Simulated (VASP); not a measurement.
# GaSb (I-4m2) in VASP: single point with PBE

Aim: the single point of GaSb with PBE.

Everything below comes from runs of VASP 6.6.1. Logs are shortened: lines on timing, memory, paths and dates and some standing lists are left out, and cuts for length are marked.

### 1 The cell of the first run

Symmetry: I-4m2, No. 119, tetragonal system. The conventional cell has a = 4.526 Å, b = 4.526 Å, c = 6.214 Å, α = 90.00°, β = 90.00°, γ = 90.00°. Ga (site symmetry -4m2) has 4 Sb at 2.74 Å within 3.6 Å. Sb (site symmetry -4m2) has 4 Ga at 2.74 Å within 3.6 Å.

### 2 Single point, PBE (strain +0.0300 x Voigt [1, 1, 0, 0, 0, 0])

INCAR

```
ALGO = Normal
EDIFF = 1E-6
ENCUT = 520
GGA = PE
ISIF = 2
ISMEAR = 0
LASPH = T
LCHARG = F
LREAL = F
LWAVE = F
NBANDS = 16
NELM = 100
PREC = Accurate
SIGMA = 0.15
```

KPOINTS

```
k-points
0
Gamma
  16 16 16
```

POSCAR

```
GaSb
1.0
    0.0000000000      3.2001282505      3.1069206316
    3.2001282505      0.0000000000      3.1069206316
    3.2001282505      3.2001282505      0.0000000000
Ga Sb
1 1
Direct
    0.0000000000      0.0000000000      0.0000000000
    0.7500000000      0.7500000000      0.7500000000
```

Potentials or basis: VASP PAW PBE potentials, release 64 (Ga_d, Sb).

On the command line:

```
$ cat potpaw_PBE.64/Ga_d/POTCAR potpaw_PBE.64/Sb/POTCAR > POTCAR
$ mpirun -np 1 vasp_std > vasp.out
```

OUTCAR:

```text
EDIFF = 1E-6
   ENCUT = 520
   GGA = PE
   ISIF = 2
   ISMEAR = 0
   LASPH = T
   LREAL = F
   NELM = 100
   PREC = Accurate

 ion  position               nearest neighbor table
   1  0.000  0.000  0.000-   2 2.74   2 2.74   2 2.74   2 2.74
   2  0.750  0.750  0.750-   1 2.74   1 2.74   1 2.74   1 2.74

  LATTYP: Found a body centered tetragonal cell.
 ALAT       =     4.5256647732
 C/A-ratio  =     1.3730228761

  Lattice vectors:

 A1 = (   0.0000000000,  -3.2001282505,  -3.1069206316)
 A2 = (   0.0000000000,   3.2001282505,  -3.1069206316)
 A3 = (   3.2001282505,   0.0000000000,   3.1069206316)

Analysis of symmetry for initial positions (statically):
=====================================================================
 Subroutine PRICEL returns:
 Original cell was already a primitive cell.

 Routine SETGRP: Setting up the symmetry group for a
 body centered tetragonal supercell.

 Subroutine GETGRP returns: Found  8 space group operations
 (whereof  8 operations were pure point group operations)
 out of a pool of 16 trial point group operations.

The static configuration has the point symmetry D_2d.

Analysis of symmetry for dynamics (positions and initial velocities):
=====================================================================
 Subroutine PRICEL returns:
 Original cell was already a primitive cell.

 Routine SETGRP: Setting up the symmetry group for a
 body centered tetragonal supercell.

 Subroutine GETGRP returns: Found  8 space group operations
 (whereof  8 operations were pure point group operations)
 out of a pool of 16 trial point group operations.

The dynamic configuration has the point symmetry D_2d.

 Subroutine INISYM returns: Found  8 space group operations
 (whereof  8 operations are pure point group operations),
 and found     1 'primitive' translations

----------------------------------------------------------------------------------------

                                     Primitive cell

  volume of cell :      63.6348

  direct lattice vectors                    reciprocal lattice vectors
     0.000000000  3.200128251  3.106920632    -0.156243738  0.156243738  0.160931050
     3.200128251  0.000000000  3.106920632     0.156243738 -0.156243738  0.160931050
     3.200128251  3.200128251  0.000000000     0.156243738  0.156243738 -0.160931050

  length of vectors
     4.460244010  4.460244010  4.525664773     0.273355106  0.273355106  0.273355106

[... 73 lines left out ...]
   ICHARG =      2    charge: 1-file 2-atom 10-const
   ISPIN  =      1    spin polarized calculation?
   LNONCOLLINEAR =      F non collinear calculations
   LSORBIT =      F    spin-orbit coupling
   LASPH  =      T    aspherical Exc in radial PAW
   ENCUT  =  520.0 eV  38.22 Ry    6.18 a.u.   8.29  8.29  8.41*2*pi/ulx,y,z
   NELM   =    100;   NELMIN=  2; NELMDL= -5     # of ELM steps
   EDIFF  = 0.1E-05   stopping-criterion for ELM
   LREAL  =      F    real-space projection
[... 7 lines left out ...]
   TEBEG  =    0.0;   TEEND  =   0.0 temperature during run
   PSTRESS=    0.0 pullay stress
   NELECT =      18.0000    total number of electrons
   NUPDOWN=      -1.0000    fix difference up-down
   EMIN   =  10.00;   EMAX   =-10.00  energy-range for DOS
   EFERMI =   0.00;   METHOD = LEGACY
   ISMEAR =     0;   SIGMA  =   0.15  broadening in eV -4-tet -1-fermi 0-gaus
   EFERMI_NEDOS =   21; number of points for ismear=-14 and -15
   IALGO  =     38    algorithm
   IMIX   =      4    mixing-type and parameters
     AMIX     =   0.40;   BMIX     =  1.00
     AMIX_MAG =   1.60;   BMIX_MAG =  1.00
  volume/ion in A,a.u.               =      31.82       214.71
  Fermi-wavevector in a.u.,A,eV,Ry     =   1.074651  2.030796 15.713019  1.154874
  Thomas-Fermi vector in A             =   2.210485
   LORBIT       =      0    0 simple, 1 ext, 2 COOP (PROOUT), +10 PAW based schemes
   GGA     = PE    functional components
   LHFCALC =     F    Hartree Fock is set to
   AEXX    =    0.0000 exact exchange contribution
   IVDW    =     0    specifies the selected vdW correction
   LEPSILON=     F    determine dielectric tensor
   LRPA    =     F    only Hartree local field effects (RPA)
 non-spin polarized calculation
 Gauss-broadening in eV      SIGMA  =   0.15
  energy-cutoff  :      520.00
  volume of cell :       63.63
 maximum number of plane-waves:      1751
 NGX is ok and might be reduce to    36
   NGX = 17   NGY = 17   NGZ = 17

 number of electron      18.0000009 magnetization

 Free energy of the ion-electron system (eV)
  ---------------------------------------------------
  ext. energy  EPLUGINS =         0.00000000
  ---------------------------------------------------
  free energy    TOTEN  =        -7.34299829 eV

  energy without entropy =       -7.34252546  energy(sigma->0) =       -7.34276187

 E-fermi :   3.9522     XC(G=0):  -8.6367

 val. band max:        3.9474087207   @ k =   0.0000   0.0000   0.0000
 cond. band min:       4.0422689968   @ k =   0.5000  -0.0000   0.0000
 fundamental gap:      0.0948602761
 Fermi energy:         3.9521861317

 k-point     1 :       0.0000    0.0000    0.0000
  band No.  band energies     occupation
      1     -11.0107      2.00000
      2     -11.0107      2.00000
      3     -11.0063      2.00000
      4     -10.9764      2.00000
      5     -10.9714      2.00000
      6      -6.9409      2.00000
[... 433 lines left out ...]
      3     -11.0052      2.00000
      4     -10.9763      2.00000
      5     -10.9716      2.00000
      6      -6.8488      2.00000
[... 8 lines left out ...]
     15      11.3032      0.00000
     16      11.8090      0.00000

 [... further k-points ...]

------------------------ aborting loop because EDIFF is reached ----------------------------------------

  FORCE on cell =-STRESS in cart. coord.  units (eV):
  Direction    XX          YY          ZZ          XY          YZ          ZX
  --------------------------------------------------------------------------------------
  -------------------------------------------------------------------------------------
  Total       -1.0371035     -1.0371035     -0.5932319      0.0000000      0.0000000     -0.0000000
  in kB      -26.1118577    -26.1118577    -14.9362007      0.0000000      0.0000000     -0.0000000
  external PRESSURE =     -22.3866387 kB  Pullay stress =       0.0000000 kB

 VOLUME and BASIS-vectors are now :
 -----------------------------------------------------------------------------
  energy-cutoff  :      520.00
  volume of cell :       63.63
      direct lattice vectors                 reciprocal lattice vectors
     0.000000000  3.200128251  3.106920632    -0.156243738  0.156243738  0.160931050
     3.200128251  0.000000000  3.106920632     0.156243738 -0.156243738  0.160931050
     3.200128251  3.200128251  0.000000000     0.156243738  0.156243738 -0.160931050

 POSITION                                       TOTAL-FORCE (eV/Angst)
 -----------------------------------------------------------------------------------
      0.00000      0.00000      0.00000         0.000000      0.000000      0.000000
      4.80019      4.80019      4.66038        -0.000000     -0.000000     -0.000000
 -----------------------------------------------------------------------------------
    total drift:                               -0.000001     -0.000001     -0.000002

  FREE ENERGIE OF THE ION-ELECTRON SYSTEM (eV)
  ---------------------------------------------------
  free  energy   TOTEN  =        -7.3429982867 eV

  energy  without entropy=       -7.3425254598  energy(sigma->0) =       -7.34276187
```

OSZICAR:

```text
N       E                     dE             d eps       ncg     rms          rms(c)
DAV:   1     0.811471983596E+02    0.81147E+02   -0.85137E+03 11296   0.132E+03
DAV:   2    -0.103747770009E+01   -0.82185E+02   -0.79113E+02 13176   0.292E+02
DAV:   3    -0.726935160252E+01   -0.62319E+01   -0.62160E+01 13448   0.645E+01
DAV:   4    -0.738035898082E+01   -0.11101E+00   -0.11099E+00 14072   0.963E+00
DAV:   5    -0.738305436837E+01   -0.26954E-02   -0.26954E-02 14600   0.131E+00    0.278E+00
DAV:   6    -0.734947306606E+01    0.33581E-01   -0.61135E-02 15656   0.361E+00    0.164E+00
DAV:   7    -0.734149505770E+01    0.79780E-02   -0.29306E-02 13080   0.135E+00    0.339E-01
DAV:   8    -0.734244679934E+01   -0.95174E-03   -0.40764E-03 14736   0.692E-01    0.608E-02
DAV:   9    -0.734290823378E+01   -0.46143E-03   -0.57531E-04 13504   0.196E-01    0.277E-02
DAV:  10    -0.734298967252E+01   -0.81439E-04   -0.89976E-05 13936   0.488E-02    0.845E-03
DAV:  11    -0.734299722110E+01   -0.75486E-05   -0.13144E-05 14088   0.287E-02    0.449E-03
DAV:  12    -0.734299846815E+01   -0.12471E-05   -0.21046E-06 13608   0.776E-03    0.284E-03
DAV:  13    -0.734299828665E+01    0.18149E-06   -0.10880E-07  9400   0.274E-03
   1 F= -.73429983E+01 E0= -.73427619E+01  d E =-.472827E-03
```

Run time: 2.9 min. Hardware: 1 thread of Intel Xeon Platinum 8488C (Sapphire Rapids), shared host; peak memory 0.5 GiB.

Results:

```yaml
Free_energy: -7.3430 eV
Pressure: -2.2 GPa
```

Caveat: the cell differs from its parent crystal (strain +0.0300 x Voigt [1, 1, 0, 0, 0, 0]); spin-orbit coupling is left out, which moves the levels of the heavy elements.
